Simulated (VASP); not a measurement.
Wanted: the native input for a VASP 6.6.1 run.

```yaml
Task: single point
Functional: PBEsol
Potentials_or_basis: VASP PAW PBE potentials, release 64 (Al, P, Si, H)
Cutoff: 520 eV
k_mesh: 2 × 2 × 2, shifted
Occupations: fermi-dirac, width 0.05 eV
Spin: no spin polarisation
Dipole_correction: no
Further_INCAR_settings: LREAL = Auto; ALGO = Normal; EDIFF = 1e-07; NBANDS = 46
```

The structure of Al8SiP7H (a cell with a defect) lies in POSCAR:

```
Al8SiP7H
1.0
    0.0000000000      5.4700000000      5.4700000000
    5.4700000000      0.0000000000      5.4700000000
    5.4700000000      5.4700000000      0.0000000000
Al P Si H
8 7 1 1
Direct
    0.0036300000      0.0016840000      0.9948550000
    0.5000680000      0.5036250000      0.5005050000
    0.9902910000      0.0096810000      0.5029990000
    0.4886430000      0.4894960000      0.0346770000
    0.0052600000      0.4990570000      0.9974640000
    0.5071360000      0.9960570000      0.4990470000
    0.5003400000      0.9967940000      0.0029820000
    0.9971890000      0.4989270000      0.5009280000
    0.1300090000      0.1254440000      0.1205860000
    0.1219780000      0.1220360000      0.6267980000
    0.6220660000      0.6270070000      0.1254410000
    0.1177740000      0.6212390000      0.1340020000
    0.6277370000      0.1252500000      0.6232120000
    0.6196810000      0.1241080000      0.1309470000
    0.1254600000      0.6244790000      0.6238670000
    0.6325760000      0.6393770000      0.5879720000
    0.5570500000      0.5670740000      0.8138780000
```

These files were run (other wordings do the same):

INCAR

```
SYSTEM = Al8SiP7H
  PREC = Accurate
  ENCUT = 520
  EDIFF = 1E-7
  ISMEAR = -1
  SIGMA = 0.05
  LREAL = Auto
  LASPH = .TRUE.
  NELM = 100
  ALGO = Normal
  ISIF = 2
  LWAVE = .FALSE.
  LCHARG = .FALSE.
  GGA = PS
  NBANDS = 46
```

KPOINTS

```
Automatic mesh
0
Gamma
  2 2 2
  0.5 0.5 0.5
```

Potentials or basis: VASP PAW PBE potentials, release 64 (Al, P, Si, H).

Command:

```bash
$ cat potpaw_PBE.64/Al/POTCAR potpaw_PBE.64/P/POTCAR potpaw_PBE.64/Si/POTCAR potpaw_PBE.64/H/POTCAR > POTCAR
$ mpirun -np 1 vasp_std > vasp.out
```

It gave:

```json
{
  "Pressure": "4.5 GPa",
  "Largest force": "4.141 eV/Å",
  "Band gap on the k mesh": "1.49 eV"
}
```

Caveat: the PAW data sets were made with another functional, which shifts forces and pressure a little.

It took 6.1 min on 1 thread of Intel(R) Xeon(R) Platinum 8259CL CPU @ 2.50GHz (Skylake/Cascade Lake), on a shared host, peak memory 0.57 GiB.
